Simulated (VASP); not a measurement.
# MnHg (Pm-3m) in VASP: settings compared

The runs below take MnHg through single point, with PBE, LDA.

Program: VASP 6.6.1. These are calculated values, not measurements. Logs are shortened: lines on timing, memory, paths and dates and some standing lists are left out, and cuts for length are marked.

## 1. The cell of the first run

Symmetry: Pm-3m, No. 221, cubic system. Conventional cell: a = 3.315 Å, b = 3.315 Å, c = 3.315 Å, α = 90.00°, β = 90.00°, γ = 90.00°. Within 3.8 Å of Mn (site symmetry m-3m) lie 8 Hg at 2.87 Å and 6 Mn at 3.31 to 3.32 Å. Within 3.8 Å of Hg (site symmetry m-3m) lie 8 Mn at 2.87 Å and 6 Hg at 3.31 Å.

## 2. Single point, PBE

The input, INCAR:

```
  ALGO = Normal
  EDIFF = 1E-7
  ENCUT = 520
  GGA = PE
  ISIF = 2
  ISMEAR = -1
  LASPH = T
  LCHARG = F
  LREAL = F
  LWAVE = F
  NBANDS = 20
  NELM = 60
  PREC = Accurate
  SIGMA = 0.08
```

The input, KPOINTS:

```
k-points
0
Gamma
  11 11 11
```

The input, POSCAR:

```
MnHg
1.0
    3.3150000000      0.0000000000      0.0000000000
    0.0000000000      3.3150000000      0.0000000000
    0.0000000000      0.0000000000      3.3150000000
Mn Hg
1 1
Direct
    0.5000000000      0.5000000000      0.5000000000
    0.0000000000      0.0000000000      0.0000000000
```

Potentials or basis: VASP PAW PBE potentials, release 64 (Mn_pv, Hg).

Started as:

```
$ cat potpaw_PBE.64/Mn_pv/POTCAR potpaw_PBE.64/Hg/POTCAR > POTCAR
$ mpirun -np 1 vasp_std > vasp.out
```

OUTCAR:

```text
EDIFF = 1E-7
   ENCUT = 520
   GGA = PE
   ISIF = 2
   ISMEAR = -1
   LASPH = T
   LREAL = F
   NELM = 60
   PREC = Accurate

 ion  position               nearest neighbor table
   1  0.500  0.500  0.500-   2 2.87   2 2.87   2 2.87   2 2.87   2 2.87   2 2.87   2 2.87   2 2.87

   2  0.000  0.000  0.000-   1 2.87   1 2.87   1 2.87   1 2.87   1 2.87   1 2.87   1 2.87   1 2.87

  LATTYP: Found a simple cubic cell.
 ALAT       =     3.3150000000

  Lattice vectors:

 A1 = (   3.3150000000,   0.0000000000,   0.0000000000)
 A2 = (   0.0000000000,   3.3150000000,   0.0000000000)
 A3 = (   0.0000000000,   0.0000000000,   3.3150000000)

Analysis of symmetry for initial positions (statically):
=====================================================================
 Subroutine PRICEL returns:
 Original cell was already a primitive cell.

 Routine SETGRP: Setting up the symmetry group for a
 simple cubic supercell.

 Subroutine GETGRP returns: Found 48 space group operations
 (whereof 48 operations were pure point group operations)
 out of a pool of 48 trial point group operations.

The static configuration has the point symmetry O_h .

Analysis of symmetry for dynamics (positions and initial velocities):
=====================================================================
 Subroutine PRICEL returns:
 Original cell was already a primitive cell.

 Routine SETGRP: Setting up the symmetry group for a
 simple cubic supercell.

 Subroutine GETGRP returns: Found 48 space group operations
 (whereof 48 operations were pure point group operations)
 out of a pool of 48 trial point group operations.

The dynamic configuration has the point symmetry O_h .

 Subroutine INISYM returns: Found 48 space group operations
 (whereof 48 operations are pure point group operations),
 and found     1 'primitive' translations

----------------------------------------------------------------------------------------

                                     Primitive cell

  volume of cell :      36.4293

  direct lattice vectors                    reciprocal lattice vectors
     3.315000000  0.000000000  0.000000000     0.301659125  0.000000000  0.000000000
     0.000000000  3.315000000  0.000000000     0.000000000  0.301659125  0.000000000
[... 79 lines left out ...]
   ISPIN  =      1    spin polarized calculation?
   LNONCOLLINEAR =      F non collinear calculations
   LSORBIT =      F    spin-orbit coupling
   LASPH  =      T    aspherical Exc in radial PAW
   ENCUT  =  520.0 eV  38.22 Ry    6.18 a.u.   6.16  6.16  6.16*2*pi/ulx,y,z
   NELM   =     60;   NELMIN=  2; NELMDL= -5     # of ELM steps
   EDIFF  = 0.1E-06   stopping-criterion for ELM
   LREAL  =      F    real-space projection
   EDIFFG = 0.1E-05   stopping-criterion for IOM
   NSW    =      0    number of steps for IOM
   IBRION =     -1    ionic relax: 0-MD 1-quasi-New 2-CG
   NFREE  =      0    steps in history (QN), initial steepest desc. (CG)
   ISIF   =      2    stress and relaxation
   ISYM   =      2    0-nonsym 1-usesym 2-fastsym
   POTIM  = 0.5000    time-step for ionic-motion
   TEBEG  =    0.0;   TEEND  =   0.0 temperature during run
   PSTRESS=    0.0 pullay stress
   NELECT =      25.0000    total number of electrons
   NUPDOWN=      -1.0000    fix difference up-down
   EMIN   =  10.00;   EMAX   =-10.00  energy-range for DOS
   EFERMI =   0.00;   METHOD = LEGACY
   ISMEAR =    -1;   SIGMA  =   0.08  broadening in eV -4-tet -1-fermi 0-gaus
   EFERMI_NEDOS =   21; number of points for ismear=-14 and -15
   IALGO  =     38    algorithm
   IMIX   =      4    mixing-type and parameters
     AMIX     =   0.40;   BMIX     =  1.00
     AMIX_MAG =   1.60;   BMIX_MAG =  1.00
  volume/ion in A,a.u.               =      18.21       122.92
  Fermi-wavevector in a.u.,A,eV,Ry     =   1.444014  2.728790 28.370534  2.085175
  Thomas-Fermi vector in A             =   2.562356
   LORBIT       =      0    0 simple, 1 ext, 2 COOP (PROOUT), +10 PAW based schemes
   GGA     = PE    functional components
   LHFCALC =     F    Hartree Fock is set to
   AEXX    =    0.0000 exact exchange contribution
   IVDW    =     0    specifies the selected vdW correction
   LEPSILON=     F    determine dielectric tensor
   LRPA    =     F    only Hartree local field effects (RPA)
 non-spin polarized calculation
  energy-cutoff  :      520.00
  volume of cell :       36.43
 maximum number of plane-waves:       992
 NGX is ok and might be reduce to    28
   NGX = 13   NGY = 13   NGZ = 13

 number of electron      25.0000012 magnetization

 Free energy of the ion-electron system (eV)
  ---------------------------------------------------
  ext. energy  EPLUGINS =         0.00000000
  ---------------------------------------------------
  free energy    TOTEN  =        -7.08304157 eV

  energy without entropy =       -6.96564413  energy(sigma->0) =       -7.02434285

 E-fermi :   4.7497     XC(G=0): -11.7300

 val. band max:        4.7453168269   @ k =   0.1818   0.0000   0.0000
 cond. band min:       4.7581686552   @ k =   0.2727   0.1818   0.1818
 fundamental gap:      0.0128518283
 Fermi energy:         4.7497456011

 k-point     1 :       0.0000    0.0000    0.0000
  band No.  band energies     occupation
      1     -42.8752      2.00000
      2     -42.8752      2.00000
      3     -42.8752      2.00000
      4      -4.0699      2.00000
      5      -2.9395      2.00000
      6      -2.9395      2.00000
[... 541 lines left out ...]
     19      17.8368      0.00000
     20      18.5577      0.00000

 [... further k-points ...]

------------------------ aborting loop because EDIFF is reached ----------------------------------------

  FORCE on cell =-STRESS in cart. coord.  units (eV):
  Direction    XX          YY          ZZ          XY          YZ          ZX
  --------------------------------------------------------------------------------------
  -------------------------------------------------------------------------------------
  Total       -3.1975307     -3.1975307     -3.1975307      0.0000000      0.0000000     -0.0000000
  in kB     -140.6289434   -140.6289434   -140.6289434      0.0000000      0.0000000     -0.0000000
  external PRESSURE =    -140.6289434 kB  Pullay stress =       0.0000000 kB

 VOLUME and BASIS-vectors are now :
 -----------------------------------------------------------------------------
  energy-cutoff  :      520.00
  volume of cell :       36.43
      direct lattice vectors                 reciprocal lattice vectors
     3.315000000  0.000000000  0.000000000     0.301659125  0.000000000  0.000000000
     0.000000000  3.315000000  0.000000000     0.000000000  0.301659125  0.000000000
     0.000000000  0.000000000  3.315000000     0.000000000  0.000000000  0.301659125

 POSITION                                       TOTAL-FORCE (eV/Angst)
 -----------------------------------------------------------------------------------
      1.65750      1.65750      1.65750         0.000000      0.000000      0.000000
      0.00000      0.00000      0.00000         0.000000      0.000000      0.000000
 -----------------------------------------------------------------------------------
    total drift:                                0.000000      0.000000      0.000000

  FREE ENERGIE OF THE ION-ELECTRON SYSTEM (eV)
  ---------------------------------------------------
  free  energy   TOTEN  =        -7.0830415705 eV

  energy  without entropy=       -6.9656441276  energy(sigma->0) =       -7.02434285
```

OSZICAR:

```text
N       E                     dE             d eps       ncg     rms          rms(c)
DAV:   1     0.229837812888E+03    0.22984E+03   -0.14417E+04  2240   0.141E+03
DAV:   2    -0.858439821038E+00   -0.23070E+03   -0.22278E+03  2260   0.384E+02
DAV:   3    -0.809002283711E+01   -0.72316E+01   -0.71880E+01  2444   0.794E+01
DAV:   4    -0.814718354697E+01   -0.57161E-01   -0.57151E-01  2496   0.671E+00
DAV:   5    -0.814814485855E+01   -0.96131E-03   -0.96130E-03  2452   0.782E-01    0.104E+01
DAV:   6    -0.853247841794E+01   -0.38433E+00   -0.24893E+01  2480   0.339E+01    0.117E+01
DAV:   7    -0.712146522989E+01    0.14110E+01   -0.12675E+01  2500   0.268E+01    0.458E+00
DAV:   8    -0.708783636267E+01    0.33629E-01   -0.23650E-01  2380   0.371E+00    0.203E+00
DAV:   9    -0.708340467228E+01    0.44317E-02   -0.21899E-02  2416   0.132E+00    0.142E-01
DAV:  10    -0.708302804242E+01    0.37663E-03   -0.91622E-04  2412   0.358E-01    0.517E-02
DAV:  11    -0.708304044886E+01   -0.12406E-04   -0.17919E-04  2444   0.111E-01    0.270E-02
DAV:  12    -0.708304222872E+01   -0.17799E-05   -0.37230E-05  2360   0.688E-02    0.969E-03
DAV:  13    -0.708304148195E+01    0.74677E-06   -0.23047E-06  2472   0.164E-02    0.191E-03
DAV:  14    -0.708304158549E+01   -0.10355E-06   -0.25688E-08  1308   0.144E-03    0.318E-04
DAV:  15    -0.708304157055E+01    0.14947E-07   -0.53796E-09  1232   0.650E-04
   1 F= -.70830416E+01 E0= -.70243428E+01  d E =-.117397E+00
```

stdout:

```text
POSCAR found type information on POSCAR MnHg
 POSCAR found :  2 types and       2 ions
 scaLAPACK will be used
 LDA part: xc-table for (Slater+PW92), standard interpolation
 POSCAR, INCAR and KPOINTS ok, starting setup
 FFT: planning ... GRIDC
 FFT: planning ... GRID_SOFT
 FFT: planning ... GRID
 WAVECAR not read
 entering main loop
```

It took 21 s on 1 thread of AMD EPYC 9R45 (Zen 5), shared host; peak memory 0.16 GiB.

What came out:

```yaml
Free_energy: -7.0830 eV
Pressure: -14.1 GPa
Band_gap_on_the_k_mesh: zero (an odd number of electrons rules out a gap without spin polarisation)
```

Caveat: the cell stands under tension; spin-orbit coupling is left out, which moves the levels of the heavy elements; the run has no spin polarisation, though such a crystal can be magnetic. Spin polarisation is off, so any magnetic state and its effect on volume and gap are missing.

## 3. Single point, LDA, collinear spin, ferromagnetic start

The input, INCAR:

```
  PREC = Accurate
  ENCUT = 520
  EDIFF = 1E-6
  ISMEAR = -1
  SIGMA = 0.08
  LREAL = False
  LASPH = True
  NELM = 150
  ALGO = Normal
  ISIF = 2
  LWAVE = False
  LCHARG = False
  ISPIN = 2
  MAGMOM = 4 0
  LORBIT = 11
  LMAXMIX = 4
  NBANDS = 24
```

The input, KPOINTS:

```
regular mesh
0
Gamma
  11 11 11
```

POSCAR is that of step 2.

Potentials or basis: VASP PAW LDA potentials, release 64 (Mn_pv, Hg).

Started as:

```
$ cat potpaw_LDA.64/Mn_pv/POTCAR potpaw_LDA.64/Hg/POTCAR > POTCAR
$ mpirun -np 1 vasp_std > vasp.out
```

Run time: 41 s. Hardware: 1 thread of AMD EPYC 9R45 (Zen 5), shared host; peak memory 0.17 GiB.

Results (log left out):

| Quantity | Value |
| --- | --- |
| Free energy | -9.9045 eV |
| Pressure | -9.9 GPa |
| Net moment | 3.70 μB per cell |
| Site moments | Mn +3.60; Hg -0.05 μB |
| Valence electrons inside the program's atomic spheres | Mn 11.44; Hg 10.58 |

Levels at points of the mesh, in eV from the Fermi level:
Spin up:
```tsv
k point	band 10	band 11	band 12	band 13	band 14	band 15	band 16	band 17	band 18	band 19
(0.00, 0.00, 0.00)	-2.47	-2.47	-1.64	-1.64	-1.64	4.98	4.98	4.98	8.76	11.43
```
Spin down:
```tsv
k point	band 7	band 8	band 9	band 10	band 11	band 12	band 13	band 14	band 15	band 16
(0.00, 0.00, 0.00)	-6.95	-6.95	-6.95	0.19	0.19	1.40	1.40	1.40	5.38	5.38
```

Caveat: the cell stands under tension; spin-orbit coupling is left out, which moves the levels of the heavy elements.
